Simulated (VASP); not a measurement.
# BN (P1) in VASP: notebook

The runs below take BN through single point, relaxation of cell and atoms, with PBEsol.

Everything below comes from runs of VASP 6.6.1. Logs are shortened: lines on timing, memory, paths and dates and some standing lists are left out, and cuts for length are marked.

## (1) The cell of the first run

The typed cell holds 4 atoms: a = 2.492 Å, b = 2.466 Å, c = 6.851 Å, α = 92.43°, β = 86.16°, γ = 115.30°.

## (2) Single point, PBEsol

Contents of INCAR:

```
ALGO     = Normal         # electronic algorithm
EDIFF    = 1E-6           # SCF threshold, eV
ENCUT    = 520            # plane-wave cutoff, eV
GGA      = PS             # functional
ISIF     = 2              # what is computed and relaxed
ISMEAR   = 0              # smearing method
LASPH    = True           # aspherical terms in the spheres
LCHARG   = False          # write CHGCAR
LREAL    = False          # projectors in reciprocal space
LWAVE    = False          # write WAVECAR
NBANDS   = 16             # bands
NELM     = 100            # most SCF steps
PREC     = Accurate       # precision mode
SIGMA    = 0.05           # smearing width, eV
```

Contents of KPOINTS:

```
k-points
0
Gamma
  12 12 4
```

Contents of POSCAR:

```
BN
1.0
    2.4882555352      0.1092499686      0.0829855694
   -1.1495145195      2.1811874628     -0.0533447479
    0.2325888263     -0.0383571146      6.8474207977
B N
2 2
Direct
    0.3361685311      0.6671823709      0.2510275840
    0.6624680241      0.3270224714      0.7504052183
    0.3298202887      0.6736781552      0.7511393355
    0.6715431561      0.3321170024      0.2474278622
```

Potentials or basis: VASP PAW PBE potentials, release 64 (B, N).

Command:

```bash
$ cat potpaw_PBE.64/B/POTCAR potpaw_PBE.64/N/POTCAR > POTCAR
$ mpirun -np 1 vasp_std > vasp.out
```

OUTCAR:

```text
EDIFF = 1E-6
   ENCUT = 520
   GGA = PS
   ISIF = 2
   ISMEAR = 0
   LASPH = True
   LREAL = False
   NELM = 100
   PREC = Accurate

 ion  position               nearest neighbor table
   1  0.336  0.667  0.251-   4 1.40   4 1.49   4 1.50
   2  0.662  0.327  0.750-   3 1.42   3 1.46   3 1.51
   3  0.330  0.674  0.751-   2 1.42   2 1.46   2 1.51
   4  0.672  0.332  0.247-   1 1.40   1 1.49   1 1.50

  LATTYP: Found a triclinic cell.
 ALAT       =     2.4661322026
 B/A-ratio  =     1.0758348234
 C/A-ratio  =     3.1610129604
 COS(alpha) =     0.0144109279
 COS(beta)  =     0.4157118007
 COS(gamma) =     0.5281031584

  Lattice vectors:

 A1 = (   1.1495145195,  -2.1811874628,   0.0533447479)
 A2 = (  -1.3387410157,  -2.2904374314,  -0.0296408215)
 A3 = (   3.4051812284,  -2.0335803796,  -6.7110904804)

Analysis of symmetry for initial positions (statically):
=====================================================================
 Subroutine PRICEL returns:
 Original cell was already a primitive cell.

 Routine SETGRP: Setting up the symmetry group for a
 triclinic supercell.

 Subroutine GETGRP returns: Found  1 space group operations
 (whereof  1 operations were pure point group operations)
 out of a pool of  2 trial point group operations.

The static configuration has the point symmetry C_1 .

Analysis of symmetry for dynamics (positions and initial velocities):
=====================================================================
 Subroutine PRICEL returns:
 Original cell was already a primitive cell.

 Routine SETGRP: Setting up the symmetry group for a
 triclinic supercell.

 Subroutine GETGRP returns: Found  1 space group operations
 (whereof  1 operations were pure point group operations)
 out of a pool of  2 trial point group operations.

The dynamic configuration has the point symmetry C_1 .

 Subroutine INISYM returns: Found  1 space group operations
 (whereof  1 operations are pure point group operations),
 and found     1 'primitive' translations

----------------------------------------------------------------------------------------

                                     Primitive cell

  volume of cell :      37.9784

  direct lattice vectors                    reciprocal lattice vectors
     2.488255535  0.109249969  0.082985569     0.393209328  0.206928192 -0.012197137
    -1.149514520  2.181187463 -0.053344748    -0.019781337  0.448118666  0.003182141
     0.232588826 -0.038357115  6.847420798    -0.004919506  0.000983250  0.146213000

  length of vectors
     2.492034865  2.466132203  6.851477243     0.444501544  0.448566345  0.146299042

  position of ions in fractional coordinates (direct lattice)
     0.336168531  0.667182371  0.251027584
     0.662468024  0.327022471  0.750405218
     0.329820289  0.673678155  0.751139335
     0.671543156  0.332117002  0.247427862

  ion indices of the primitive-cell ions
   primitive index   ion index
                 1           1
                 2           2
                 3           3
                 4           4

----------------------------------------------------------------------------------------

 KPOINTS: k-points

Automatic generation of k-mesh.
 Grid dimensions read from file:
 generate k-points for:   12   12    4

 Generating k-lattice:

  Cartesian coordinates                     Fractional coordinates (reciprocal lattice)
     0.032767444  0.017244016 -0.001016428     0.083333333 -0.000000000  0.000000000
    -0.001648445  0.037343222  0.000265178    -0.000000000  0.083333333  0.000000000
    -0.001229877  0.000245812  0.036553250     0.000000000 -0.000000000  0.250000000

  Length of vectors
     0.037041795  0.037380529  0.036574760

  Shift w.r.t. Gamma in fractional coordinates (k-lattice)
     0.000000000  0.000000000  0.000000000

 Subroutine IBZKPT returns following result:
 ===========================================

 Found    292 irreducible k-points:

 Following reciprocal coordinates:
            Coordinates               Weight
  0.000000  0.000000  0.000000      1.000000
  0.083333  0.000000  0.000000      2.000000
  0.166667 -0.000000  0.000000      2.000000
  0.250000  0.000000  0.000000      2.000000
  0.333333  0.000000  0.000000      2.000000
  0.416667  0.000000  0.000000      2.000000
[... 16 lines left out ...]
  0.250000  0.166667  0.000000      2.000000
  0.333333  0.166667 -0.000000      2.000000
 [... further k-points ...]
   k-points           NKPTS =    292   k-points in BZ     NKDIM =    292   number of bands    NBANDS=     16
   number of dos      NEDOS =    301   number of ions     NIONS =      4
   total plane-waves  NPLWV =  19440
   dimension x,y,z NGX =    20 NGY =   18 NGZ =   54
   dimension x,y,z NGXF=    40 NGYF=   36 NGZF=  108
   ions per type =               2   2
   NGX,Y,Z   is equivalent  to a cutoff of  13.34, 12.13, 13.10 a.u.
   NGXF,Y,Z  is equivalent  to a cutoff of  26.68, 24.27, 26.21 a.u.
 SYSTEM =  unknown system
   PREC   = accura    normal or accurate (medium, high low for compatibility)
   ISTART =      0    job   : 0-new  1-cont  2-samecut
   ICHARG =      2    charge: 1-file 2-atom 10-const
   ISPIN  =      1    spin polarized calculation?
   LNONCOLLINEAR =      F non collinear calculations
   LSORBIT =      F    spin-orbit coupling
   LASPH  =      T    aspherical Exc in radial PAW
   ENCUT  =  520.0 eV  38.22 Ry    6.18 a.u.   4.63  4.59 12.74*2*pi/ulx,y,z
   NELM   =    100;   NELMIN=  2; NELMDL= -5     # of ELM steps
   EDIFF  = 0.1E-05   stopping-criterion for ELM
   LREAL  =      F    real-space projection
   EDIFFG = 0.1E-04   stopping-criterion for IOM
   NSW    =      0    number of steps for IOM
   IBRION =     -1    ionic relax: 0-MD 1-quasi-New 2-CG
   NFREE  =      0    steps in history (QN), initial steepest desc. (CG)
   ISIF   =      2    stress and relaxation
   ISYM   =      2    0-nonsym 1-usesym 2-fastsym
   POTIM  = 0.5000    time-step for ionic-motion
   TEBEG  =    0.0;   TEEND  =   0.0 temperature during run
   PSTRESS=    0.0 pullay stress
   NELECT =      16.0000    total number of electrons
   NUPDOWN=      -1.0000    fix difference up-down
   EMIN   =  10.00;   EMAX   =-10.00  energy-range for DOS
   EFERMI =   0.00;   METHOD = LEGACY
   ISMEAR =     0;   SIGMA  =   0.05  broadening in eV -4-tet -1-fermi 0-gaus
   EFERMI_NEDOS =   21; number of points for ismear=-14 and -15
   IALGO  =     38    algorithm
   IMIX   =      4    mixing-type and parameters
     AMIX     =   0.40;   BMIX     =  1.00
     AMIX_MAG =   1.60;   BMIX_MAG =  1.00
  volume/ion in A,a.u.               =       9.49        64.07
  Fermi-wavevector in a.u.,A,eV,Ry     =   1.227258  2.319182 20.492586  1.506163
  Thomas-Fermi vector in A             =   2.362228
   LORBIT       =      0    0 simple, 1 ext, 2 COOP (PROOUT), +10 PAW based schemes
   GGA     = PS    functional components
   LHFCALC =     F    Hartree Fock is set to
   AEXX    =    0.0000 exact exchange contribution
   IVDW    =     0    specifies the selected vdW correction
   LEPSILON=     F    determine dielectric tensor
   LRPA    =     F    only Hartree local field effects (RPA)
 non-spin polarized calculation
 Gauss-broadening in eV      SIGMA  =   0.05
  energy-cutoff  :      520.00
  volume of cell :       37.98
 maximum number of plane-waves:      1038
   NGX =  9   NGY =  9   NGZ = 25

 number of electron      15.9999999 magnetization

 Free energy of the ion-electron system (eV)
  ---------------------------------------------------
  ext. energy  EPLUGINS =         0.00000000
  ---------------------------------------------------
  free energy    TOTEN  =       -36.20019269 eV

  energy without entropy =      -36.20019269  energy(sigma->0) =      -36.20019269

 E-fermi :   2.1622     XC(G=0): -10.0429

 val. band max:        1.9550929631   @ k =   0.3333   0.4167   0.2500
 cond. band min:       5.7780683036   @ k =   0.0000   0.5000   0.0000
 fundamental gap:      3.8229753405
 Fermi energy:         2.1622313378

 k-point     1 :       0.0000    0.0000    0.0000
  band No.  band energies     occupation
      1     -15.7151      2.00000
      2     -15.4699      2.00000
      3      -4.1779      2.00000
      4      -2.2630      2.00000
      5       0.1062      2.00000
      6       0.3438      2.00000
[... 8 lines left out ...]
     15      14.3057      0.00000
     16      15.3768      0.00000

 k-point     2 :       0.0833    0.0000    0.0000
  band No.  band energies     occupation
      1     -15.5900      2.00000
      2     -15.3488      2.00000
      3      -4.0056      2.00000
      4      -2.1100      2.00000
      5      -0.3184      2.00000
      6      -0.2218      2.00000
[... 8 lines left out ...]
     15      13.8461      0.00000
     16      15.5707      0.00000

 k-point     3 :       0.1667   -0.0000    0.0000
  band No.  band energies     occupation
      1     -15.2223      2.00000
      2     -14.9932      2.00000
      3      -3.4955      2.00000
      4      -1.6828      2.00000
      5      -1.6638      2.00000
      6      -1.6319      2.00000
[... 8 lines left out ...]
     15      15.0512      0.00000
     16      16.4700      0.00000

 k-point     4 :       0.2500    0.0000    0.0000
  band No.  band energies     occupation
      1     -14.6383      2.00000
      2     -14.4305      2.00000
      3      -3.4627      2.00000
      4      -3.3927      2.00000
      5      -2.6705      2.00000
      6      -0.9508      2.00000
[... 8 lines left out ...]
     15      16.3344      0.00000
     16      16.6674      0.00000
[... 324 lines left out ...]
 k-point    22 :       0.1667    0.1667    0.0000
  band No.  band energies     occupation
      1     -14.3587      2.00000
      2     -14.1605      2.00000
      3      -3.4958      2.00000
      4      -3.4390      2.00000
      5      -2.2623      2.00000
      6      -2.0125      2.00000
[... 8 lines left out ...]
     15      15.8329      0.00000
     16      17.9404      0.00000

 k-point    23 :       0.2500    0.1667    0.0000
  band No.  band energies     occupation
      1     -13.6698      2.00000
      2     -13.5032      2.00000
      3      -4.8191      2.00000
      4      -4.7615      2.00000
      5      -2.7416      2.00000
      6      -2.6949      2.00000
[... 8 lines left out ...]
     15      16.5182      0.00000
     16      18.8008      0.00000

 k-point    24 :       0.3333    0.1667   -0.0000
  band No.  band energies     occupation
      1     -12.9659      2.00000
      2     -12.8479      2.00000
      3      -6.0752      2.00000
      4      -5.9899      2.00000
      5      -3.1052      2.00000
      6      -3.0383      2.00000
[... 8 lines left out ...]
     15      16.7685      0.00000
     16      19.0813      0.00000

 [... further k-points ...]

------------------------ aborting loop because EDIFF is reached ----------------------------------------

  FORCE on cell =-STRESS in cart. coord.  units (eV):
  Direction    XX          YY          ZZ          XY          YZ          ZX
  --------------------------------------------------------------------------------------
  -------------------------------------------------------------------------------------
  Total        0.3876918     -4.7548234      0.0465592     -6.5753396     -0.1713246     -0.0205815
  in kB       16.3553729   -200.5895384      1.9641697   -277.3908147     -7.2275921     -0.8682616
  external PRESSURE =     -60.7566653 kB  Pullay stress =       0.0000000 kB

 VOLUME and BASIS-vectors are now :
 -----------------------------------------------------------------------------
  energy-cutoff  :      520.00
  volume of cell :       37.98
      direct lattice vectors                 reciprocal lattice vectors
     2.488255535  0.109249969  0.082985569     0.393209328  0.206928192 -0.012197137
    -1.149514520  2.181187463 -0.053344748    -0.019781337  0.448118666  0.003182141
     0.232588826 -0.038357115  6.847420798    -0.004919506  0.000983250  0.146213000

 POSITION                                       TOTAL-FORCE (eV/Angst)
 -----------------------------------------------------------------------------------
      0.12792      1.48235      1.71120        -0.838430      0.412002     -0.363251
      1.44701      0.75689      5.17587         0.396234      0.566365      0.098049
      0.22098      1.47664      5.13480        -0.406732     -0.558403     -0.097120
      1.34675      0.78828      1.73225         0.848928     -0.419965      0.362322
 -----------------------------------------------------------------------------------
    total drift:                               -0.000085     -0.000011     -0.000023

  FREE ENERGIE OF THE ION-ELECTRON SYSTEM (eV)
  ---------------------------------------------------
  free  energy   TOTEN  =       -36.2001926899 eV

  energy  without entropy=      -36.2001926899  energy(sigma->0) =      -36.20019269
```

Wall time 1.9 min (1 thread of Intel Xeon Platinum 8259CL at 2.50GHz (Skylake/Cascade Lake), shared host); peak memory 0.25 GiB.

Results:

| Quantity | Value |
| --- | --- |
| Free energy | -36.2002 eV |
| Pressure | -6.1 GPa |
| Largest force | 1.014 eV/Å |
| Band gap on the k mesh | 3.82 eV, indirect (least direct gap 4.34 eV) |

Forces on the atoms (eV/Å):
```
B   -0.838  0.412 -0.363
B    0.396  0.566  0.098
N   -0.407 -0.558 -0.097
N    0.849 -0.420  0.362
```

Caveat: the PAW data sets were made with another functional, which shifts forces and pressure a little. A k mesh can miss the band edges.

## (3) Relaxation of cell and atoms, PBEsol (cell sheared at random, sigma 0.03, atoms nudged by 0.01 Å)

Contents of INCAR:

```
SYSTEM = BN
  PREC = Accurate
  ENCUT = 600
  EDIFF = 1E-6
  ISMEAR = 0
  SIGMA = 0.05
  LREAL = .False.
  LASPH = .True.
  NELM = 100
  ALGO = Normal
  ISIF = 3
  LWAVE = .False.
  LCHARG = .False.
  GGA = PS
  IBRION = 2
  NSW = 100
  EDIFFG = -0.01
```

Contents of KPOINTS:

```
regular mesh
0
Gamma
  12 12 4
  0 0 0
```

POSCAR is that of step 2.

Potentials or basis: VASP PAW PBE potentials, release 64 (B, N).

Command:

```bash
$ cat potpaw_PBE.64/B/POTCAR potpaw_PBE.64/N/POTCAR > POTCAR
$ mpirun -np 1 vasp_std > vasp.out
```

Wall time 26 min (1 thread of Intel Xeon Platinum 8259CL at 2.50GHz (Skylake/Cascade Lake), shared host); peak memory 0.29 GiB.

The run converged. Its results:

| Item | Value |
| --- | --- |
| Free energy | -36.5785 eV |
| Relaxed volume | 9.46 Å³/atom |
| Relaxed cell | a = 2.505 Å, b = 2.505 Å, c = 6.966 Å, α = 90.67°, β = 89.17°, γ = 120.00° |
| Space group after relaxing (to 0.05 Å) | C2/m (No. 12) |
| Energy gained by relaxing | 92.9 meV/atom |
| Ionic steps | 31 |
| Pressure after relaxing | 0.0 GPa |
| Largest force after relaxing | 0.008 eV/Å |
| Band gap on the k mesh | 4.20 eV, indirect (least direct gap 4.53 eV) |

Forces on the atoms (eV/Å):
```
B    0.003  0.000 -0.006
B   -0.003  0.003  0.005
N    0.004 -0.003 -0.006
N   -0.004  0.000  0.007
```

Stress tensor (GPa, compression positive):
```
 0.12  0.01 -0.06
 0.01  0.09  0.02
-0.06  0.02 -0.12
```

Step by step:
| step | energy change (eV) | largest force (eV/Å) | pressure (GPa) | volume (Å³) |
| --- | --- | --- | --- | --- |
| 1 | 0.0000 | 1.0165 | -6.25 | 37.98 |
| 2 | 0.5201 | 5.2316 | 23.71 | 35.69 |
| 3 | -0.3052 | 1.4945 | 0.09 | 37.15 |
| 4 | -0.3058 | 1.5732 | 0.43 | 37.12 |
| 5 | -0.2214 | 2.7232 | 3.85 | 36.82 |
| 6 | -0.3677 | 0.2186 | 1.52 | 37.01 |
| 7 | -0.3678 | 0.2101 | 1.50 | 37.01 |
| 8 | -0.3649 | 0.4720 | -1.67 | 37.36 |
| 9 | -0.3697 | 0.0594 | 0.26 | 37.14 |
| 10 | -0.3697 | 0.0683 | -0.32 | 37.22 |
| 11 | -0.3698 | 0.0218 | -0.05 | 37.18 |
| 12 | -0.3699 | 0.0202 | 0.03 | 37.19 |
| 13 | -0.3699 | 0.0372 | 0.08 | 37.19 |
| 14 | -0.3700 | 0.0302 | 0.10 | 37.20 |
| 15 | -0.3700 | 0.0377 | 0.14 | 37.22 |
| 16 | -0.3700 | 0.0880 | 0.23 | 37.26 |
| 17 | -0.3700 | 0.0481 | 0.18 | 37.23 |
| 18 | -0.3701 | 0.0482 | 0.17 | 37.24 |
| 19 | -0.3702 | 0.0491 | 0.11 | 37.27 |
| 20 | -0.3704 | 0.0531 | 0.02 | 37.33 |
| 21 | -0.3707 | 0.0676 | -0.16 | 37.44 |
| 22 | -0.3708 | 0.1089 | -0.52 | 37.67 |
| 23 | -0.3708 | 0.0952 | -0.39 | 37.60 |
| 24 | -0.3709 | 0.0823 | -0.39 | 37.62 |
| 25 | -0.3711 | 0.0455 | -0.35 | 37.68 |
| 26 | -0.3713 | 0.0479 | -0.25 | 37.78 |
| 27 | -0.3713 | 0.0591 | -0.22 | 37.80 |
| 28 | -0.3714 | 0.0416 | -0.13 | 37.81 |
| 29 | -0.3715 | 0.0184 | 0.05 | 37.84 |
| 30 | -0.3715 | 0.0191 | 0.08 | 37.84 |
| 31 | -0.3715 | 0.0079 | 0.03 | 37.85 |

Final structure:
```
CELL_PARAMETERS angstrom
2.50476 0.00006 0.01718
-1.25247 2.16931 -0.01281
0.05257 -0.02203 6.96576
ATOMIC_POSITIONS crystal
B 0.33641 0.66480 0.24982
B 0.66358 0.33519 0.75019
N 0.33023 0.66857 0.75024
N 0.66978 0.33145 0.24975
```

Levels at points of the mesh, in eV from the valence-band top:
| k point | band 5 | band 6 | band 7 | band 8 | band 9 | band 10 | band 11 | band 12 |
| --- | --- | --- | --- | --- | --- | --- | --- | --- |
| (0.00, 0.00, 0.00) | -1.33 | -1.32 | -1.30 | -1.30 | 4.78 | 9.59 | 11.49 | 11.50 |
| (0.50, 0.00, 0.00) | -4.15 | -4.10 | -1.34 | -0.56 | 4.25 | 5.36 | 9.39 | 9.89 |
| (0.00, 0.50, 0.00) | -4.15 | -4.10 | -1.34 | -0.56 | 4.24 | 5.37 | 9.39 | 9.89 |
| (0.50, 0.50, 0.00) | -4.15 | -4.11 | -1.35 | -0.54 | 4.20 | 5.40 | 9.39 | 9.89 |
| (0.00, 0.00, 0.50) | -1.32 | -1.32 | -1.31 | -1.31 | 6.91 | 6.93 | 11.53 | 11.54 |
| (0.50, 0.00, 0.50) | -4.13 | -4.13 | -0.95 | -0.93 | 4.60 | 4.68 | 9.79 | 9.79 |
| (0.00, 0.50, 0.50) | -4.12 | -4.12 | -0.95 | -0.94 | 4.62 | 4.66 | 9.79 | 9.79 |
| (0.50, 0.50, 0.50) | -4.13 | -4.13 | -0.96 | -0.92 | 4.58 | 4.71 | 9.79 | 9.79 |

Caveat: the cell differs from its parent crystal (cell sheared at random, sigma 0.03, atoms nudged by 0.01 Å); the PAW data sets were made with another functional, which shifts forces and pressure a little.
